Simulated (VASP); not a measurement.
# Ti (P6/mmm) in VASP: a series of runs, part 2 of 2

VASP 6.6.1. Earlier steps stand in the parts before.

**3. Single point, r2SCAN**

This run uses another cell than the first one, of 17.57 Å³/atom.

POSCAR reads:

```
Ti
1.0
    4.6460000000      0.0000000000      0.0000000000
   -2.3230000000      4.0235541700      0.0000000000
    0.0000000000      0.0000000000      2.8200000000
Ti
3
Direct
    0.0000000000      0.0000000000      0.0000000000
    0.3333333333      0.6666666667      0.5000000000
    0.6666666667      0.3333333333      0.5000000000
```

INCAR.step1 reads:

```
  PREC = Accurate
  ENCUT = 520
  ISMEAR = 1
  SIGMA = 0.1
  LREAL = F
  LASPH = T
  NELM = 60
  NBANDS = 25
  GGA = PE
  ALGO = Normal
  EDIFF = 1E-4
  LWAVE = T
  LCHARG = F
```

INCAR.step2 reads:

```
  PREC = Accurate
  ENCUT = 520
  EDIFF = 1E-6
  ISMEAR = 1
  SIGMA = 0.1
  LREAL = F
  LASPH = T
  NELM = 60
  ALGO = Normal
  ISIF = 2
  LWAVE = F
  LCHARG = T
  METAGGA = R2SCAN
  LMIXTAU = T
  LELF = T
  LVHAR = T
  NBANDS = 25
  ISTART = 1
```

KPOINTS reads:

```
Automatic mesh
0
Gamma
  9 9 12
```

Potentials or basis: VASP PAW PBE potentials, release 64 (Ti_sv).

Started as:

```sh
$ cat potpaw_PBE.64/Ti_sv/POTCAR > POTCAR
$ cp INCAR.step1 INCAR
$ mpirun -np 1 vasp_std > vasp.out
$ cp INCAR.step2 INCAR
$ mpirun -np 1 vasp_std > vasp.out
```

OUTCAR:

```text
PREC = Accurate
   ENCUT = 520
   EDIFF = 1E-6
   ISMEAR = 1
   LREAL = F
   LASPH = T
   NELM = 60
   ISIF = 2
   METAGGA = R2SCAN
   ISTART = 1

 ion  position               nearest neighbor table
   1  0.000  0.000  0.000-
   2  0.333  0.667  0.500-   3 2.68   3 2.68   3 2.68
   3  0.667  0.333  0.500-   2 2.68   2 2.68   2 2.68

  LATTYP: Found a hexagonal cell.
 ALAT       =     4.6460000000
 C/A-ratio  =     0.6069737409

  Lattice vectors:

 A1 = (   4.6460000000,   0.0000000000,   0.0000000000)
 A2 = (  -2.3230000000,   4.0235541700,   0.0000000000)
 A3 = (   0.0000000000,   0.0000000000,   2.8200000000)

Analysis of symmetry for initial positions (statically):
=====================================================================
 Subroutine PRICEL returns:
 Original cell was already a primitive cell.

 Routine SETGRP: Setting up the symmetry group for a
 hexagonal supercell.

 Subroutine GETGRP returns: Found 24 space group operations
 (whereof 24 operations were pure point group operations)
[... 158 lines left out ...]

 Free energy of the ion-electron system (eV)
  ---------------------------------------------------
  ext. energy  EPLUGINS =         0.00000000
  ---------------------------------------------------
  free energy    TOTEN  =       -38.88101744 eV

  energy without entropy =      -38.88266918  energy(sigma->0) =      -38.88156802

 E-fermi :   8.1523     XC(G=0): -12.3399

 val. band max:        8.1496444585   @ k =   0.4444   0.1111   0.1667
 cond. band min:       8.1854922584   @ k =   0.3333  -0.0000   0.0833
 fundamental gap:      0.0358478000
 Fermi energy:         8.1523464080

 k-point     1 :       0.0000    0.0000    0.0000
  band No.  band energies     occupation
      1     -51.1643      2.00000
      2     -50.9102      2.00000
      3     -50.7684      2.00000
      4     -26.4168      2.00000
      5     -26.4167      2.00000
      6     -26.3112      2.00000
[... 661 lines left out ...]
     24      10.2234      0.00000
     25      11.0851      0.00000

 [... further k-points ...]
[... 5 lines left out ...]
  --------------------------------------------------------------------------------------
  -------------------------------------------------------------------------------------
  Total       -1.3983340     -1.3983341     -0.2757259      0.0000000     -0.0000000      0.0000000
  in kB      -42.4994510    -42.4994540     -8.3801157      0.0000000     -0.0000000      0.0000000
  external PRESSURE =     -31.1263402 kB  Pullay stress =       0.0000000 kB

 VOLUME and BASIS-vectors are now :
 -----------------------------------------------------------------------------
  energy-cutoff  :      520.00
  volume of cell :       52.72
      direct lattice vectors                 reciprocal lattice vectors
     4.646000000  0.000000000  0.000000000     0.215238915  0.124268241  0.000000000
    -2.323000000  4.023554170  0.000000000     0.000000000  0.248536482  0.000000000
     0.000000000  0.000000000  2.820000000     0.000000000  0.000000000  0.354609929

 POSITION                                       TOTAL-FORCE (eV/Angst)
 -----------------------------------------------------------------------------------
      0.00000      0.00000      0.00000         0.000000     -0.000000     -0.000000
     -0.00000      2.68237      1.41000        -0.000000      0.000000      0.000000
      2.32300      1.34118      1.41000        -0.000000      0.000000     -0.000000
 -----------------------------------------------------------------------------------
    total drift:                                0.000000      0.000000     -0.000000

  FREE ENERGIE OF THE ION-ELECTRON SYSTEM (eV)
  ---------------------------------------------------
  free  energy   TOTEN  =       -38.8810174437 eV

  energy  without entropy=      -38.8826691776  energy(sigma->0) =      -38.88156802
```

OSZICAR.step1:

```text
N       E                     dE             d eps       ncg     rms          rms(c)
DAV:   1     0.429766825461E+03    0.42977E+03   -0.18755E+04  4200   0.178E+03
DAV:   2     0.219518287705E+02   -0.40781E+03   -0.40099E+03  4221   0.515E+02
DAV:   3    -0.230722849505E+02   -0.45024E+02   -0.44104E+02  7723   0.147E+02
DAV:   4    -0.266227934356E+02   -0.35505E+01   -0.35316E+01  5701   0.376E+01
DAV:   5    -0.268184267972E+02   -0.19563E+00   -0.19555E+00  6601   0.735E+00    0.145E+01
DAV:   6    -0.234958391984E+02    0.33226E+01   -0.12345E+01  5096   0.326E+01    0.354E+00
DAV:   7    -0.235100250325E+02   -0.14186E-01   -0.14846E+00  6731   0.965E+00    0.293E+00
DAV:   8    -0.235002512797E+02    0.97738E-02   -0.55712E-01  6097   0.540E+00    0.244E+00
DAV:   9    -0.235203257908E+02   -0.20075E-01   -0.25481E-01  5660   0.554E+00    0.916E-01
DAV:  10    -0.235061147624E+02    0.14211E-01   -0.79878E-02  6050   0.258E+00    0.125E-01
DAV:  11    -0.235068613140E+02   -0.74655E-03   -0.69434E-03  6108   0.590E-01    0.115E-01
DAV:  12    -0.235068797894E+02   -0.18475E-04   -0.41064E-04  4892   0.185E-01
   1 F= -.23506880E+02 E0= -.23507644E+02  d E =0.229242E-02
```

It took 3.9 min on 1 thread of Intel Xeon Platinum 8488C (Sapphire Rapids), shared host; peak memory 0.23 GiB.

Results:

* Free energy: -38.8810 eV
* Pressure: -3.1 GPa
* Band gap on the k mesh: zero (bands 18 and 19 overlap by 0.18 eV)

Caveat: the cell stands under tension; the PAW data sets were made with another functional, which shifts forces and pressure a little.

**4. Single point, r2SCAN**

This run uses another cell than the first one, of 17.92 Å³/atom.

POSCAR reads:

```
Ti
1.0
    4.6920000000      0.0000000000      0.0000000000
   -2.3460000000      4.0633913400      0.0000000000
    0.0000000000      0.0000000000      2.8200000000
Ti
3
Direct
    0.0000000000      0.0000000000      0.0000000000
    0.3333333333      0.6666666667      0.5000000000
    0.6666666667      0.3333333333      0.5000000000
```

INCAR.step1 reads:

```
PREC = Accurate ; ENCUT = 520
ISMEAR = 1 ; SIGMA = 0.1
LREAL = False ; LASPH = True
NELM = 80 ; NBANDS = 25
GGA = PE ; ALGO = Normal
EDIFF = 1E-4 ; LWAVE = True
LCHARG = False
```

INCAR.step2 reads:

```
PREC = Accurate ; ENCUT = 520
EDIFF = 1E-7 ; ISMEAR = 1
SIGMA = 0.1 ; LREAL = False
LASPH = True ; NELM = 80
ALGO = Normal ; ISIF = 2
LWAVE = False ; LCHARG = True
METAGGA = R2SCAN ; LMIXTAU = True
LELF = True ; LVHAR = True
NBANDS = 25 ; ISTART = 1
```

KPOINTS reads:

```
regular mesh
0
Gamma
  9 9 12
```

Started as:

```sh
$ cat potpaw_PBE.64/Ti_sv/POTCAR > POTCAR
$ cp INCAR.step1 INCAR
$ mpirun -np 1 vasp_std > vasp.out
$ cp INCAR.step2 INCAR
$ mpirun -np 1 vasp_std > vasp.out
```

Wall time 4.5 min (1 thread of Intel Xeon Platinum 8488C (Sapphire Rapids), shared host); peak memory 0.23 GiB.

The run converged. Its results:

| Property | Result |
| --- | --- |
| Free energy | -38.8453 eV |
| Pressure | -5.1 GPa |
| Band gap on the k mesh | zero (bands 18 and 19 overlap by 0.20 eV) |

Stress tensor (GPa, compression positive):
```
-6.80  0.00  0.00
 0.00 -6.80  0.00
 0.00  0.00 -1.61
```

Levels at points of the mesh, in eV from the Fermi level:
| k point | band 14 | band 15 | band 16 | band 17 | band 18 | band 19 | band 20 | band 21 | band 22 | band 23 |
| --- | --- | --- | --- | --- | --- | --- | --- | --- | --- | --- |
| (0.00, 0.00, 0.00) | -1.86 | -0.80 | -0.80 | -0.79 | -0.79 | -0.14 | 0.64 | 1.36 | 1.36 | 2.02 |
| (0.00, 0.00, 0.50) | -2.01 | -2.01 | -1.81 | -1.64 | -1.64 | 1.01 | 1.01 | 1.36 | 1.36 | 2.98 |

Caveat: the stress differs along the axes, from -7 to -2 GPa; the PAW data sets were made with another functional, which shifts forces and pressure a little.

**5. Summary**

```tsv
cell	gap on the mesh (eV)	pressure (GPa)
a = 4.600, b = 4.600, c = 2.820 Å, angles 90.0, 90.0, 120.0°, 3 atoms	none	-1.0
a = 4.646, b = 4.646, c = 2.820 Å, angles 90.0, 90.0, 120.0°, 3 atoms	none	-3.1
a = 4.692, b = 4.692, c = 2.820 Å, angles 90.0, 90.0, 120.0°, 3 atoms	none	-5.1
```

Alike in all rows: task single point; level r2SCAN; potentials or basis VASP PAW PBE potentials, release 64 (Ti_sv); no spin polarisation; k mesh 9 × 9 × 12; cutoff (eV) 520; smearing methfessel-paxton 0.1 eV.

Caveats: the PAW data sets were made with another functional, which shifts forces and pressure a little; the cell stands under tension (at least some runs); the stress differs along the axes, from -7 to -2 GPa (at least some runs).

Total energies depend on the potentials used, so only differences within one code and one set of settings carry meaning.

The gap in the log of VASP goes by the Fermi energy; the results here count the filled bands.